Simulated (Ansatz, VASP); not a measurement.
ZnO: VASP beside Ansatz

```xyz
4
Lattice="3.1065 0.0000 0.0000 -1.5532 2.6903 0.0000 0.0000 0.0000 5.4245" Properties=species:S:1:pos:R:3 pbc="T T T"
Zn    0.0000    1.7935    0.0100
Zn    1.5532    0.8968    2.7223
O     0.0000    1.7935    1.9400
O     1.5532    0.8968    4.6523
```

Alike in both runs: task single point; functional LDA; k mesh 12 × 12 × 6; occupations gaussian, width 0.05 eV; no spin polarisation.

|  | VASP | Ansatz |
| --- | --- | --- |
| version | VASP 6.6.1 | Ansatz 0.2.0 |
| potentials or method | VASP PAW LDA potentials, release 64 (Zn, O), cutoff 520 eV | scalar-relativistic, plane waves, PAW |
| valence electrons in the cell | 36 | 36 |

```csv
,VASP,Ansatz,Ansatz less VASP
gap on the k mesh at the Fermi level (eV),0.69,0.68,-0.011
least direct gap on the mesh (eV),0.69,0.68,-0.011
pressure (GPa),0.2,-1.1,-1.24
"traceless stress, the component that is largest in VASP (GPa)",-5.24,-5.32,-0.086
rms of the force components (eV/Å),0.105,0.109,+0.0041
```

Ansatz warns that its potentials were made for another functional, while VASP's fit it. LDA's correlation is that of Perdew and Zunger in VASP and of Perdew and Wang (1992) in Ansatz. Atom by atom the forces differ by 0.004 eV/Å (rms over components).
